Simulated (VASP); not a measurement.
**NiO: single point with PBE**

Crystal: NiO.

```
CELL_PARAMETERS angstrom
0.00000 2.25269 2.25269
2.25269 0.00000 2.25269
2.25269 2.25269 0.00000
ATOMIC_POSITIONS crystal
Ni 0.00000 0.00000 0.00000
O 0.25000 0.25000 0.25000
```

```json
{
 "Program": "VASP 6.6.1",
 "Task": "single point",
 "Functional": "PBE",
 "Potentials or basis": "VASP PAW PBE potentials, release 64 (Ni_sv_GW, O)",
 "Cutoff": "600 eV",
 "k mesh": "10 × 10 × 10",
 "Occupations": "fermi-dirac, width 0.05 eV",
 "Spin": "collinear spin, ferromagnetic start",
 "Starting moments": "[1.0, 0.0] μB",
 "Dipole correction": "no",
 "Second run": "valence_matched",
 "Further INCAR settings": "ALGO = Normal; EDIFF = 1e-06; NBANDS = 23"
}
```

```
Pressure                                              : -3.8 GPa
Net moment                                            : 1.95 μB per cell
Site moments                                          : Ni +1.54; O +0.36 μB
Valence electrons inside the program's atomic spheres : Ni 16.20; O 4.97
```

Levels at points of the mesh, in eV from the Fermi level:
Spin up:
```tsv
k point	band 10	band 11	band 12	band 13	band 14	band 15	band 16	band 17
(0.00, 0.00, 0.00)	-2.43	0.09	0.09	0.09	0.32	14.08	14.08	14.08
(0.50, 0.00, 0.00)	-2.38	-2.38	-0.72	-0.72	5.70	7.17	13.59	13.59
(0.50, 0.50, 0.00)	-2.16	-1.91	-1.91	-1.78	5.28	9.71	11.04	14.32
```
Spin down:
| k point | band 9 | band 10 | band 11 | band 12 | band 13 | band 14 |
| --- | --- | --- | --- | --- | --- | --- |
| (0.00, 0.00, 0.00) | -1.36 | -1.36 | 0.62 | 1.74 | 1.74 | 1.74 |
| (0.50, 0.00, 0.00) | -1.15 | -1.15 | -0.72 | 0.85 | 0.85 | 6.01 |
| (0.50, 0.50, 0.00) | -1.49 | -1.05 | -0.76 | -0.08 | -0.08 | 5.77 |

Run time: 45 s on 1 thread of Intel(R) Xeon(R) 6975P-C (Granite Rapids) (shared host), peak memory 0.21 GiB.

Caveat: a cell with one magnetic atom can't hold antiferromagnetic order, which such compounds often take; semilocal functionals often make such compounds metallic where correlation or magnetic order opens a gap, which also shifts bond lengths. With open d or f shells a metallic result of PBE can be an artefact of self-interaction; +U or a hybrid may open a gap.
